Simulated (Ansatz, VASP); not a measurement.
## Two plane-wave programs on TaN

The input INCAR:

```
  ALGO = Normal
  EDIFF = 1E-7
  ENCUT = 520
  GGA = PS
  ISIF = 2
  ISMEAR = 0
  LASPH = T
  LCHARG = F
  LREAL = F
  LWAVE = F
  NBANDS = 15
  NELM = 80
  PREC = Accurate
  SIGMA = 0.15
```

File KPOINTS:

```
k-points
0
Gamma
  21 21 18
```

Contents of POSCAR:

```
TaN
1.0
    2.9624836865      0.0000000000      0.0000000000
   -1.4812418432      2.5655861308      0.0000000000
    0.0000000000      0.0000000000      2.9084901610
Ta N
1 1
Direct
    0.3333333333      0.6666666667      0.5000000000
    0.0000000000      0.0000000000      0.0000000000
```

Input for Ansatz:

```yaml
crystal:
  lattice:
    - [2.9624836865, 0.0, 0.0]
    - [-1.4812418432, 2.5655861308, 0.0]
    - [0.0, 0.0, 2.908490161]
  atoms:
    - { symbol: Ta, position: [0.3333333333, 0.6666666667, 0.5] }
    - { symbol: "N", position: [0.0, 0.0, 0.0] }
basis:
  ecutwfc: 520.0
kpoints:
  mp_grid: { grid: [21, 21, 18] }
hamiltonian:
  xc: pbesol
scf:
  occupations: { method: gaussian, width: 0.15 }
output:
  forces: true
  stress: true
  eigenvalues: true
```

Alike in both runs: task single point; functional PBEsol; k mesh 21 × 21 × 18; occupations gaussian, width 0.15 eV; no spin polarisation.

|  | VASP | Ansatz |
| --- | --- | --- |
| version | VASP 6.6.1 | Ansatz 0.2.0 |
| potentials or method | VASP PAW PBE potentials, release 64 (Ta_pv, N), cutoff 520 eV | scalar-relativistic, plane waves, PAW |
| valence electrons in the cell | 16 | 18 |

|  | VASP | Ansatz | Ansatz less VASP |
| --- | --- | --- | --- |
| gap on the k mesh at the Fermi level (eV) | none | none | - |
| pressure (GPa) | -12.4 | -13.1 | -0.66 |
| traceless stress, the component that is largest in VASP (GPa) | -0.89 | -1.00 | -0.119 |

VASP's potentials were made for PBE, not for PBEsol. A gap of «none» marks a metal or a gap that the smearing closes. With one functional, cell and mesh, what is left measures potentials, basis and numerics. VASP's potentials hold 16 valence electrons a cell and Ansatz's 18, so a difference there can come from the potentials and not from the codes.

Neither program's run includes spin-orbit coupling.
